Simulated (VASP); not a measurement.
# Al (Immm) in VASP: settings compared, part 2 of 2

VASP 6.6.1. The steps go on from the part before.

## (3) Single point, PBEsol

POSCAR

```
Al
1.0
   -1.4288920766      1.4282300293      2.0200490114
    1.4288920766     -1.4282300293      2.0200490114
    1.4288920766      1.4282300293     -2.0200490114
Al
1
Direct
    0.0000000000      0.5000000000      0.5000000000
```

INCAR.step1

```
ALGO = Fast
EDIFF = 1E-7
ENCUT = 520
GGA = PS
ISIF = 2
ISMEAR = 0
LASPH = True
LCHARG = True
LREAL = False
LWAVE = False
NBANDS = 8
NELM = 80
PREC = Accurate
SIGMA = 0.1
```

KPOINTS.step1

```
k-points
0
Gamma
  28 28 28
```

INCAR.step2

```
ALGO = Fast
EDIFF = 1E-7
ENCUT = 520
GGA = PS
ICHARG = 11
ISIF = 2
ISMEAR = -5
LASPH = True
LCHARG = False
LORBIT = 11
LREAL = False
LWAVE = False
NEDOS = 1001
NELM = 80
PREC = Accurate
SIGMA = 0.1
```

KPOINTS.step2

```
k-points
0
Gamma
  42 42 42
```

Potentials or basis: VASP PAW PBE potentials, release 64 (Al).

Launch:

```
$ cat potpaw_PBE.64/Al/POTCAR > POTCAR
$ cp INCAR.step1 INCAR
$ cp KPOINTS.step1 KPOINTS
$ mpirun -np 1 vasp_std > vasp.out
$ cp INCAR.step2 INCAR
$ cp KPOINTS.step2 KPOINTS
$ mpirun -np 1 vasp_std > vasp.out
```

OUTCAR:

```text
EDIFF = 1E-7
   ENCUT = 520
   GGA = PS
   ICHARG = 11
   ISIF = 2
   ISMEAR = -5
   LASPH = True
   LORBIT = 11
   LREAL = False
   NELM = 80
   PREC = Accurate

 ion  position               nearest neighbor table
   1  0.000  0.500  0.500-

  LATTYP: Found a body centered orthorhombic cell.
 ALAT       =     2.8564600586
 B/A-ratio  =     1.0004635439
 C/A-ratio  =     1.4143723140

  Lattice vectors:

 A1 = (   1.4288920766,   1.4282300293,   2.0200490114)
 A2 = (  -1.4288920766,  -1.4282300293,   2.0200490114)
 A3 = (   1.4288920766,  -1.4282300293,  -2.0200490114)

Analysis of symmetry for initial positions (statically):
=====================================================================
 Subroutine PRICEL returns:
 Original cell was already a primitive cell.

 Routine SETGRP: Setting up the symmetry group for a
 body centered orthorhombic supercell.

 Subroutine GETGRP returns: Found  8 space group operations
 (whereof  8 operations were pure point group operations)
 out of a pool of  8 trial point group operations.

The static configuration has the point symmetry D_2h.

Analysis of symmetry for dynamics (positions and initial velocities):
=====================================================================
 Subroutine PRICEL returns:
 Original cell was already a primitive cell.

 Routine SETGRP: Setting up the symmetry group for a
 body centered orthorhombic supercell.

 Subroutine GETGRP returns: Found  8 space group operations
 (whereof  8 operations were pure point group operations)
 out of a pool of  8 trial point group operations.

The dynamic configuration has the point symmetry D_2h.

 Subroutine INISYM returns: Found  8 space group operations
 (whereof  8 operations are pure point group operations),
 and found     1 'primitive' translations

[... 115 lines left out ...]
  volume/ion in A,a.u.               =      16.49       111.28
  Fermi-wavevector in a.u.,A,eV,Ry     =   0.927631  1.752969 11.707812  0.860500
  Thomas-Fermi vector in A             =   2.053722
   LORBIT       =     11    0 simple, 1 ext, 2 COOP (PROOUT), +10 PAW based schemes
   GGA     = PS    functional components
   LHFCALC =     F    Hartree Fock is set to
   AEXX    =    0.0000 exact exchange contribution
   IVDW    =     0    specifies the selected vdW correction
   LEPSILON=     F    determine dielectric tensor
   LRPA    =     F    only Hartree local field effects (RPA)
 non-spin polarized calculation
 RMM-DIIS sequential band-by-band and
 Fermi weights with tetrahedron method with Bloechl corrections
  energy-cutoff  :      520.00
  volume of cell :       16.49
 maximum number of plane-waves:       459
 NGX is ok and might be reduce to    24

 number of electron       3.0000000 magnetization

 Free energy of the ion-electron system (eV)
  ---------------------------------------------------
  ext. energy  EPLUGINS =         0.00000000
  ---------------------------------------------------
  free energy    TOTEN  =        -4.09088863 eV

  energy without entropy =       -4.09088863  energy(sigma->0) =       -4.09088863

 E-fermi :   7.9697     XC(G=0): -10.2591

 val. band max:        8.0391301804   @ k =   0.4762  -0.3810   0.3333
 cond. band min:       7.9103558386   @ k =  -0.4048   0.4524   0.3333
 fundamental gap:     -0.1287743418
 Fermi energy:         7.9697488183

 k-point     1 :       0.0000    0.0000    0.0000
  band No.  band energies     occupation
      1      -3.1779      2.00000
      2      20.5468      0.00000
      3      20.5554      0.00000
      4      20.5614      0.00000
      5      22.0466      0.00000
[... 177 lines left out ...]
 k-point    24 :       0.0238    0.0238   -0.0000
  band No.  band energies     occupation
      1      -3.1368      2.00000
      2      19.7997      0.00000
      3      20.0369      0.00000
      4      20.5947      0.00000
      5      22.0769      0.00000

 [... further k-points ...]

------------------------ aborting loop because EDIFF is reached ----------------------------------------

  FORCE on cell =-STRESS in cart. coord.  units (eV):
  Direction    XX          YY          ZZ          XY          YZ          ZX
  --------------------------------------------------------------------------------------
  -------------------------------------------------------------------------------------
  Total       -0.1592393     -0.1561190     -0.1588704      0.0000000      0.0000000      0.0000000
  in kB      -15.4718172    -15.1686514    -15.4359798      0.0000000      0.0000000      0.0000000
  external PRESSURE =     -15.3588161 kB  Pullay stress =       0.0000000 kB

 VOLUME and BASIS-vectors are now :
 -----------------------------------------------------------------------------
  energy-cutoff  :      520.00
  volume of cell :       16.49
      direct lattice vectors                 reciprocal lattice vectors
    -1.428892077  1.428230029  2.020049011     0.000000000  0.350083663  0.247518747
     1.428892077 -1.428230029  2.020049011     0.349921459  0.000000000  0.247518747
     1.428892077  1.428230029 -2.020049011     0.349921459  0.350083663  0.000000000

 POSITION                                       TOTAL-FORCE (eV/Angst)
 -----------------------------------------------------------------------------------
      1.42889      0.00000      0.00000        -0.000000     -0.000000      0.000000
 -----------------------------------------------------------------------------------
    total drift:                               -0.000000      0.000000      0.000000

  FREE ENERGIE OF THE ION-ELECTRON SYSTEM (eV)
  ---------------------------------------------------
  free  energy   TOTEN  =        -4.0908886270 eV

  energy  without entropy=       -4.0908886270  energy(sigma->0) =       -4.09088863

 total charge

# of ion       s       p       d       tot
------------------------------------------
    1        0.428   0.340   0.000   0.768
```

Wall time 22 min (1 thread of Oxide Virtual Turin-like, shared host); peak memory 1.1 GiB.

Results:

| Item | Value |
| --- | --- |
| Valence electrons inside the program's atomic spheres | Al 0.77 |

Levels at points of the mesh, in eV from the Fermi level:
| k point | band 1 | band 2 | band 3 | band 4 | band 5 |
| --- | --- | --- | --- | --- | --- |
| (0.00, 0.00, 0.00) | -11.15 | 12.58 | 12.59 | 12.59 | 14.08 |
| (0.50, 0.00, 0.00) | -4.61 | -4.39 | 11.38 | 11.39 | 11.42 |
| (0.00, 0.50, 0.00) | -4.61 | -4.39 | 11.39 | 11.39 | 11.43 |
| (0.50, 0.50, 0.00) | -2.93 | -1.62 | 5.24 | 5.58 | 5.58 |
| (0.50, 0.50, 0.50) | -2.93 | -1.62 | 5.24 | 5.57 | 5.58 |

Caveat: the PAW data sets were made with another functional, which shifts forces and pressure a little.
